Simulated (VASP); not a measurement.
# TiSi (F-43m) in VASP: a series of runs

The runs below take TiSi through single point, with LDA.

Program: VASP 6.6.1. These are calculated values, not measurements. Logs are shortened: lines on timing, memory, paths and dates and some standing lists are left out, and cuts for length are marked.

### Step 1. The cell of the first run

Symmetry: F-43m, No. 216, cubic system. The conventional cell has a = 5.606 Å, b = 5.606 Å, c = 5.606 Å, α = 90.00°, β = 90.00°, γ = 90.00°. Within 3.2 Å of Ti (site symmetry -43m) lie 4 Si at 2.43 Å. Within 3.2 Å of Si (site symmetry -43m) lie 4 Ti at 2.43 Å.

### Step 2. Single point, LDA

Input file INCAR:

```
SYSTEM = TiSi
PREC = Accurate ; ENCUT = 520
EDIFF = 1E-6 ; ISMEAR = 0
SIGMA = 0.05 ; LREAL = .False.
LASPH = .True. ; NELM = 100
ALGO = Normal ; ISIF = 2
LWAVE = .False. ; LCHARG = .False.
GGA = CA ; NBANDS = 15
```

Input file KPOINTS:

```
regular mesh
0
Gamma
  6 6 6
  0 0 0
```

Input file POSCAR:

```
TiSi
1.0
    0.0000000000      2.8028046168      2.8028046168
    2.8028046168      0.0000000000      2.8028046168
    2.8028046168      2.8028046168      0.0000000000
Ti Si
1 1
Direct
    0.0000000000      0.0000000000      0.0000000000
    0.2500000000      0.2500000000      0.2500000000
```

Potentials or basis: VASP PAW LDA potentials, release 64 (Ti_sv, Si).

On the command line:

```bash
$ cat potpaw_LDA.64/Ti_sv/POTCAR potpaw_LDA.64/Si/POTCAR > POTCAR
$ mpirun -np 1 vasp_std > vasp.out
```

OUTCAR:

```text
SYSTEM = TiSi
   PREC = Accurate
   ENCUT = 520
   EDIFF = 1E-6
   ISMEAR = 0
   LREAL = .False.
   LASPH = .True.
   NELM = 100
   ISIF = 2
   GGA = CA

 ion  position               nearest neighbor table
   1  0.000  0.000  0.000-   2 2.43   2 2.43   2 2.43   2 2.43
   2  0.250  0.250  0.250-   1 2.43   1 2.43   1 2.43   1 2.43

  LATTYP: Found a face centered cubic cell.
 ALAT       =     5.6056092336

  Lattice vectors:

 A1 = (   0.0000000000,   2.8028046168,   2.8028046168)
 A2 = (   2.8028046168,   0.0000000000,   2.8028046168)
 A3 = (   2.8028046168,   2.8028046168,   0.0000000000)

Analysis of symmetry for initial positions (statically):
=====================================================================
 Subroutine PRICEL returns:
 Original cell was already a primitive cell.

 Routine SETGRP: Setting up the symmetry group for a
 face centered cubic supercell.

 Subroutine GETGRP returns: Found 24 space group operations
 (whereof 24 operations were pure point group operations)
 out of a pool of 48 trial point group operations.

The static configuration has the point symmetry T_d .

Analysis of symmetry for dynamics (positions and initial velocities):
=====================================================================
 Subroutine PRICEL returns:
 Original cell was already a primitive cell.

 Routine SETGRP: Setting up the symmetry group for a
 face centered cubic supercell.

 Subroutine GETGRP returns: Found 24 space group operations
 (whereof 24 operations were pure point group operations)
 out of a pool of 48 trial point group operations.

The dynamic configuration has the point symmetry T_d .

 Subroutine INISYM returns: Found 24 space group operations
 (whereof 24 operations are pure point group operations),
 and found     1 'primitive' translations

----------------------------------------------------------------------------------------

                                     Primitive cell

  volume of cell :      44.0361

  direct lattice vectors                    reciprocal lattice vectors
     0.000000000  2.802804617  2.802804617    -0.178392742  0.178392742  0.178392742
     2.802804617  0.000000000  2.802804617     0.178392742 -0.178392742  0.178392742
     2.802804617  2.802804617  0.000000000     0.178392742  0.178392742 -0.178392742

  length of vectors
     3.963764302  3.963764302  3.963764302     0.308985292  0.308985292  0.308985292

  position of ions in fractional coordinates (direct lattice)
     0.000000000  0.000000000  0.000000000
     0.250000000  0.250000000  0.250000000

  ion indices of the primitive-cell ions
   primitive index   ion index
                 1           1
                 2           2

----------------------------------------------------------------------------------------

 KPOINTS: regular mesh

Automatic generation of k-mesh.
 Grid dimensions read from file:
 generate k-points for:    6    6    6

 Generating k-lattice:

  Cartesian coordinates                     Fractional coordinates (reciprocal lattice)
    -0.029732124  0.029732124  0.029732124     0.166666667  0.000000000  0.000000000
     0.029732124 -0.029732124  0.029732124     0.000000000  0.166666667  0.000000000
     0.029732124  0.029732124 -0.029732124     0.000000000  0.000000000  0.166666667

  Length of vectors
     0.051497549  0.051497549  0.051497549

  Shift w.r.t. Gamma in fractional coordinates (k-lattice)
     0.000000000  0.000000000  0.000000000

 Subroutine IBZKPT returns following result:
 ===========================================

 Found     16 irreducible k-points:

 Following reciprocal coordinates:
            Coordinates               Weight
  0.000000  0.000000  0.000000      1.000000
  0.166667  0.000000  0.000000      8.000000
  0.333333  0.000000  0.000000      8.000000
  0.500000  0.000000  0.000000      4.000000
  0.166667  0.166667  0.000000      6.000000
  0.333333  0.166667  0.000000     24.000000
[... 8 lines left out ...]
 -0.333333  0.333333  0.166667     24.000000
 -0.333333  0.500000  0.166667     12.000000
   k-points           NKPTS =     16   k-points in BZ     NKDIM =     16   number of bands    NBANDS=     15
   number of dos      NEDOS =    301   number of ions     NIONS =      2
   total plane-waves  NPLWV =  27000
   dimension x,y,z NGX =    30 NGY =   30 NGZ =   30
   dimension x,y,z NGXF=    60 NGYF=   60 NGZF=   60
   ions per type =               1   1
   NGX,Y,Z   is equivalent  to a cutoff of  12.58, 12.58, 12.58 a.u.
   NGXF,Y,Z  is equivalent  to a cutoff of  25.16, 25.16, 25.16 a.u.
 SYSTEM =  TiSi
   PREC   = accura    normal or accurate (medium, high low for compatibility)
   ISTART =      0    job   : 0-new  1-cont  2-samecut
   ICHARG =      2    charge: 1-file 2-atom 10-const
   ISPIN  =      1    spin polarized calculation?
   LNONCOLLINEAR =      F non collinear calculations
   LSORBIT =      F    spin-orbit coupling
   LASPH  =      T    aspherical Exc in radial PAW
   ENCUT  =  520.0 eV  38.22 Ry    6.18 a.u.   7.37  7.37  7.37*2*pi/ulx,y,z
   NELM   =    100;   NELMIN=  2; NELMDL= -5     # of ELM steps
   EDIFF  = 0.1E-05   stopping-criterion for ELM
   LREAL  =      F    real-space projection
   EDIFFG = 0.1E-04   stopping-criterion for IOM
   NSW    =      0    number of steps for IOM
   IBRION =     -1    ionic relax: 0-MD 1-quasi-New 2-CG
   NFREE  =      0    steps in history (QN), initial steepest desc. (CG)
   ISIF   =      2    stress and relaxation
   ISYM   =      2    0-nonsym 1-usesym 2-fastsym
   POTIM  = 0.5000    time-step for ionic-motion
   TEBEG  =    0.0;   TEEND  =   0.0 temperature during run
   PSTRESS=    0.0 pullay stress
   NELECT =      16.0000    total number of electrons
   NUPDOWN=      -1.0000    fix difference up-down
   EMIN   =  10.00;   EMAX   =-10.00  energy-range for DOS
   EFERMI =   0.00;   METHOD = LEGACY
   ISMEAR =     0;   SIGMA  =   0.05  broadening in eV -4-tet -1-fermi 0-gaus
   EFERMI_NEDOS =   21; number of points for ismear=-14 and -15
   IALGO  =     38    algorithm
   IMIX   =      4    mixing-type and parameters
     AMIX     =   0.40;   BMIX     =  1.00
     AMIX_MAG =   1.60;   BMIX_MAG =  1.00
  volume/ion in A,a.u.               =      22.02       148.59
  Fermi-wavevector in a.u.,A,eV,Ry     =   1.168186  2.207551 18.567307  1.364659
  Thomas-Fermi vector in A             =   2.304676
   LORBIT       =      0    0 simple, 1 ext, 2 COOP (PROOUT), +10 PAW based schemes
   GGA     = CA    functional components
   LHFCALC =     F    Hartree Fock is set to
   AEXX    =    0.0000 exact exchange contribution
   IVDW    =     0    specifies the selected vdW correction
   LEPSILON=     F    determine dielectric tensor
   LRPA    =     F    only Hartree local field effects (RPA)
 non-spin polarized calculation
 Gauss-broadening in eV      SIGMA  =   0.05
  energy-cutoff  :      520.00
  volume of cell :       44.04
 maximum number of plane-waves:      1243
 NGX is ok and might be reduce to    30
   NGX = 15   NGY = 15   NGZ = 15

 number of electron      16.0000005 magnetization

 Free energy of the ion-electron system (eV)
  ---------------------------------------------------
  ext. energy  EPLUGINS =         0.00000000
  ---------------------------------------------------
  free energy    TOTEN  =       -13.11215271 eV

  energy without entropy =      -13.11108315  energy(sigma->0) =      -13.11161793

 E-fermi :   4.5839     XC(G=0):  -9.8384

 val. band max:        4.5148542482   @ k =   0.5000   0.5000   0.0000
 cond. band min:       4.5878285011   @ k =   0.5000   0.5000   0.0000
 fundamental gap:      0.0729742529
 Fermi energy:         4.5839214370

 k-point     1 :       0.0000    0.0000    0.0000
  band No.  band energies     occupation
      1     -51.4864      2.00000
      2     -28.1357      2.00000
      3     -28.1357      2.00000
      4     -28.1357      2.00000
      5      -3.6671      2.00000
      6       3.4689      2.00000
      7       3.4689      2.00000
      8       3.4689      2.00000
      9       5.5830      0.00000
     10       5.5830      0.00000
     11      10.6843      0.00000
     12      11.2593      0.00000
     13      11.2593      0.00000
     14      11.2593      0.00000
     15      12.5645      0.00000

 k-point     2 :       0.1667    0.0000    0.0000
  band No.  band energies     occupation
      1     -51.4858      2.00000
      2     -28.1441      2.00000
      3     -28.1369      2.00000
      4     -28.1369      2.00000
      5      -3.3432      2.00000
      6       3.0866      2.00000
      7       3.5781      2.00000
      8       3.5781      2.00000
      9       5.5284      0.00000
     10       5.5284      0.00000
     11       9.1344      0.00000
     12      10.6679      0.00000
     13      10.6679      0.00000
     14      11.4253      0.00000
     15      13.1799      0.00000

 k-point     3 :       0.3333    0.0000    0.0000
  band No.  band energies     occupation
      1     -51.4846      2.00000
      2     -28.1609      2.00000
      3     -28.1394      2.00000
      4     -28.1394      2.00000
      5      -2.5417      2.00000
      6       2.2953      2.00000
      7       3.7222      2.00000
      8       3.7222      2.00000
      9       5.6483      0.00000
     10       5.6483      0.00000
     11       7.0050      0.00000
     12       9.6298      0.00000
     13       9.6298      0.00000
     14      11.4052      0.00000
     15      13.5326      0.00000
[... 199 lines left out ...]
 k-point    15 :      -0.3333    0.3333    0.1667
  band No.  band energies     occupation
      1     -51.4835      2.00000
      2     -28.1629      2.00000
      3     -28.1532      2.00000
      4     -28.1454      2.00000
      5      -1.5618      2.00000
      6       2.4024      2.00000
      7       3.0810      2.00000
      8       4.2142      2.00000
      9       5.0217      0.00000
     10       5.7551      0.00000
     11       6.2280      0.00000
     12       7.3452      0.00000
     13       8.1618      0.00000
     14      12.3678      0.00000
     15      13.5140      0.00000

 k-point    16 :      -0.3333    0.5000    0.1667
  band No.  band energies     occupation
      1     -51.4833      2.00000
      2     -28.1641      2.00000
      3     -28.1527      2.00000
      4     -28.1483      2.00000
      5      -1.3899      2.00000
      6       2.1340      2.00000
      7       3.6692      2.00000
      8       4.3196      2.00000
      9       4.6902      0.00266
     10       5.6993      0.00000
     11       6.2533      0.00000
     12       6.9005      0.00000
     13       7.7345      0.00000
     14      12.3639      0.00000
     15      13.0439      0.00000

------------------------ aborting loop because EDIFF is reached ----------------------------------------

  FORCE on cell =-STRESS in cart. coord.  units (eV):
  Direction    XX          YY          ZZ          XY          YZ          ZX
  --------------------------------------------------------------------------------------
  -------------------------------------------------------------------------------------
  Total        0.5588202      0.5588202      0.5588202     -0.0000000      0.0000000     -0.0000000
  in kB       20.3317239     20.3317239     20.3317239     -0.0000000      0.0000000     -0.0000000
  external PRESSURE =      20.3317239 kB  Pullay stress =       0.0000000 kB

 VOLUME and BASIS-vectors are now :
 -----------------------------------------------------------------------------
  energy-cutoff  :      520.00
  volume of cell :       44.04
      direct lattice vectors                 reciprocal lattice vectors
     0.000000000  2.802804617  2.802804617    -0.178392742  0.178392742  0.178392742
     2.802804617  0.000000000  2.802804617     0.178392742 -0.178392742  0.178392742
     2.802804617  2.802804617  0.000000000     0.178392742  0.178392742 -0.178392742

 POSITION                                       TOTAL-FORCE (eV/Angst)
 -----------------------------------------------------------------------------------
      0.00000      0.00000      0.00000        -0.000000     -0.000000     -0.000000
      1.40140      1.40140      1.40140         0.000000      0.000000      0.000000
 -----------------------------------------------------------------------------------
    total drift:                                0.000000      0.000000      0.000000

  FREE ENERGIE OF THE ION-ELECTRON SYSTEM (eV)
  ---------------------------------------------------
  free  energy   TOTEN  =       -13.1121527107 eV

  energy  without entropy=      -13.1110831520  energy(sigma->0) =      -13.11161793
```

Wall time 6.8 s (1 thread of Intel Xeon Platinum 8559C (Emerald Rapids), shared host); peak memory 0.14 GiB.

What came out:

```yaml
Free_energy: -13.1122 eV
Pressure: 2.0 GPa
Band_gap_on_the_k_mesh: zero (filled and empty bands touch)
```

Levels at points of the mesh, in eV from the Fermi level:
```
           k point  band 6  band 7  band 8  band 9  band 10  band 11
(0.00, 0.00, 0.00)   -1.12   -1.12   -1.12    1.00     1.00     6.10
(0.50, 0.00, 0.00)   -2.79   -0.84   -0.84    1.30     1.30     1.57
(0.50, 0.50, 0.00)   -2.92   -0.07    0.00    0.00     1.62     1.74
```

### Step 3. Single point, LDA (volume scaled by 1.000 of the coarse rest volume)

Input file INCAR:

```
SYSTEM = TiSi
ALGO = Normal ; EDIFF = 1E-7
ENCUT = 520 ; ISIF = 2
ISMEAR = -1 ; LASPH = .TRUE.
LCHARG = .FALSE. ; LREAL = .FALSE.
LWAVE = .FALSE. ; NBANDS = 15
NELM = 100 ; PREC = Accurate
SIGMA = 0.15
```

Input file KPOINTS:

```
k-points
0
G
  10 10 10
  0 0 0
```

Input file POSCAR:

```
TiSi
1.0
    0.0000000000      2.8288000000      2.8288000000
    2.8288000000      0.0000000000      2.8288000000
    2.8288000000      2.8288000000      0.0000000000
Ti Si
1 1
Direct
    0.0000000000      0.0000000000      0.0000000000
    0.2500000000      0.2500000000      0.2500000000
```

Potentials or basis: VASP PAW LDA potentials, release 64 (Ti_sv, Si).

On the command line:

```bash
$ cat potpaw_LDA.64/Ti_sv/POTCAR potpaw_LDA.64/Si/POTCAR > POTCAR
$ mpirun -np 1 vasp_std > vasp.out
```

OUTCAR:

```text
SYSTEM = TiSi
   EDIFF = 1E-7
   ENCUT = 520
   ISIF = 2
   ISMEAR = -1
   LASPH = .TRUE.
   LREAL = .FALSE.
   NELM = 100
   PREC = Accurate

 ion  position               nearest neighbor table
   1  0.000  0.000  0.000-   2 2.45   2 2.45   2 2.45   2 2.45
   2  0.250  0.250  0.250-   1 2.45   1 2.45   1 2.45   1 2.45

  LATTYP: Found a face centered cubic cell.
 ALAT       =     5.6576000000

  Lattice vectors:

 A1 = (   0.0000000000,   2.8288000000,   2.8288000000)
 A2 = (   2.8288000000,   0.0000000000,   2.8288000000)
 A3 = (   2.8288000000,   2.8288000000,   0.0000000000)

Analysis of symmetry for initial positions (statically):
[... 610 lines left out ...]
     15      12.0494      0.00000

 [... further k-points ...]
[... 5 lines left out ...]
  --------------------------------------------------------------------------------------
  -------------------------------------------------------------------------------------
  Total        0.0574245      0.0574245      0.0574245     -0.0000000      0.0000000      0.0000000
  in kB        2.0322215      2.0322215      2.0322215     -0.0000000      0.0000000      0.0000000
  external PRESSURE =       2.0322215 kB  Pullay stress =       0.0000000 kB

 VOLUME and BASIS-vectors are now :
 -----------------------------------------------------------------------------
  energy-cutoff  :      520.00
  volume of cell :       45.27
      direct lattice vectors                 reciprocal lattice vectors
     0.000000000  2.828800000  2.828800000    -0.176753394  0.176753394  0.176753394
     2.828800000  0.000000000  2.828800000     0.176753394 -0.176753394  0.176753394
     2.828800000  2.828800000  0.000000000     0.176753394  0.176753394 -0.176753394

 POSITION                                       TOTAL-FORCE (eV/Angst)
 -----------------------------------------------------------------------------------
      0.00000      0.00000      0.00000        -0.000000      0.000000      0.000000
      1.41440      1.41440      1.41440         0.000000     -0.000000     -0.000000
 -----------------------------------------------------------------------------------
    total drift:                                0.000000      0.000000      0.000000

  FREE ENERGIE OF THE ION-ELECTRON SYSTEM (eV)
  ---------------------------------------------------
  free  energy   TOTEN  =       -13.1598571698 eV

  energy  without entropy=      -13.0455226016  energy(sigma->0) =      -13.10268989
```

stdout:

```text
POSCAR found type information on POSCAR TiSi
 POSCAR found :  2 types and       2 ions
 scaLAPACK will be used
 LDA part: xc-table for (Slater(with rela. corr.)+CA(PZ))
 , standard interpolation
 POSCAR, INCAR and KPOINTS ok, starting setup
 FFT: planning ... GRIDC
 FFT: planning ... GRID_SOFT
 FFT: planning ... GRID
 WAVECAR not read
 entering main loop
```

Run time: 17 s. Hardware: 1 thread of Intel Xeon Platinum 8559C (Emerald Rapids), shared host; peak memory 0.16 GiB.

What came out:

- Free energy: -13.1599 eV
- Pressure: 0.2 GPa
- Band gap on the k mesh: zero (filled and empty bands touch)

Levels at points of the mesh, in eV from the Fermi level:
```csv
k point,band 5,band 6,band 7,band 8,band 9,band 10,band 11,band 12
"(0.00, 0.00, 0.00)",-8.17,-1.08,-1.08,-1.08,0.99,0.99,5.90,6.50
"(0.50, 0.00, 0.00)",-6.56,-2.74,-0.82,-0.82,1.28,1.28,1.52,4.32
"(0.50, 0.50, 0.00)",-5.98,-2.86,-0.03,-0.02,-0.02,1.58,1.67,2.16
```
